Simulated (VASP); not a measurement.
# BaTiO3: relaxation of cell and atoms with PBEsol

Crystal: BaTiO3.

```xyz
5
Lattice="2.8274 1.6324 2.3184 -2.8274 1.6324 2.3184 0.0000 -3.2648 2.3184" Properties=species:S:1:pos:R:3 pbc="T T T"
Ba    0.0000    0.0000    0.0000
Ti    0.0000    0.0000    3.3698
O     0.0000    1.6033    2.3988
O    -1.3885   -0.8017    2.3988
O     1.3885   -0.8017    2.3988
```

```json
{
  "Program": "VASP 6.6.1",
  "Task": "relaxation of cell and atoms",
  "Functional": "PBEsol",
  "Potentials or basis": "VASP PAW PBE potentials, release 64 (Ba_sv, Ti_sv, O)",
  "Cutoff": "600 eV",
  "k mesh": "9 × 9 × 9",
  "Occupations": "gaussian, width 0.02 eV",
  "Spin": "no spin polarisation",
  "Dipole correction": "no",
  "Further INCAR settings": "ALGO = Normal; EDIFF = 1e-07; IBRION = 2; EDIFFG = -0.002; NSW = 100; ISIF = 3"
}
```

The relaxed volume is 12.84 Å³/atom, the relaxed cell is a = 4.004 Å, b = 4.004 Å, c = 4.004 Å, α = 89.86°, β = 89.86°, γ = 89.86° and the space group after relaxing (to 0.1 Å) is R3m (No. 160). The energy gained by relaxing is 0.5 meV/atom. The ionic steps are 12 and the pressure after relaxing is 0.0 GPa. The band gap on the k mesh is 2.31 eV (least direct gap 2.65 eV).

Step by step:
| step | energy change (eV) | largest force (eV/Å) | pressure (GPa) | volume (Å³) |
| --- | --- | --- | --- | --- |
| 1 | 0.0000 | 0.1368 | 0.47 | 64.20 |
| 2 | -0.0010 | 0.0700 | -0.86 | 64.55 |
| 3 | -0.0013 | 0.0874 | -0.45 | 64.44 |
| 4 | -0.0022 | 0.0334 | -0.11 | 64.25 |
| 5 | -0.0023 | 0.0110 | 0.03 | 64.17 |
| 6 | -0.0023 | 0.0125 | 0.03 | 64.17 |
| 7 | -0.0023 | 0.0063 | 0.00 | 64.19 |
| 8 | -0.0023 | 0.0056 | -0.01 | 64.20 |
| 9 | -0.0023 | 0.0026 | 0.02 | 64.19 |
| 10 | -0.0023 | 0.0025 | 0.02 | 64.19 |
| 11 | -0.0023 | 0.0020 | 0.02 | 64.20 |
| 12 | -0.0023 | 0.0014 | 0.00 | 64.21 |

Final structure:
```yaml
crystal:
  lattice:
    - [2.82825, 1.63289, 2.31745]
    - [-2.82825, 1.63289, 2.31745]
    - [0.00000, -3.26578, 2.31745]
  atoms:
    - { symbol: Ba, position: [0.99792, 0.99792, 0.99792] }
    - { symbol: Ti, position: [0.48590, 0.48590, 0.48590] }
    - { symbol: O, position: [0.50937, 0.50937, 0.01664] }
    - { symbol: O, position: [0.01664, 0.50937, 0.50937] }
    - { symbol: O, position: [0.50937, 0.01664, 0.50937] }
```

Levels at points of the mesh, in eV from the valence-band top:
| k point | band 17 | band 18 | band 19 | band 20 | band 21 | band 22 | band 23 | band 24 |
| --- | --- | --- | --- | --- | --- | --- | --- | --- |
| (0.00, 0.00, 0.00) | -1.05 | -0.47 | -0.34 | -0.34 | 2.31 | 2.31 | 2.45 | 4.48 |

Run time: 14 min on 1 thread of Oxide Virtual Turin-like Processor, with other jobs on the host, peak memory 0.29 GiB.

Caveat: the PAW data sets were made with another functional, which shifts forces and pressure a little; spin-orbit coupling is left out, which moves the levels of the heavy elements. A k mesh can miss the band edges.
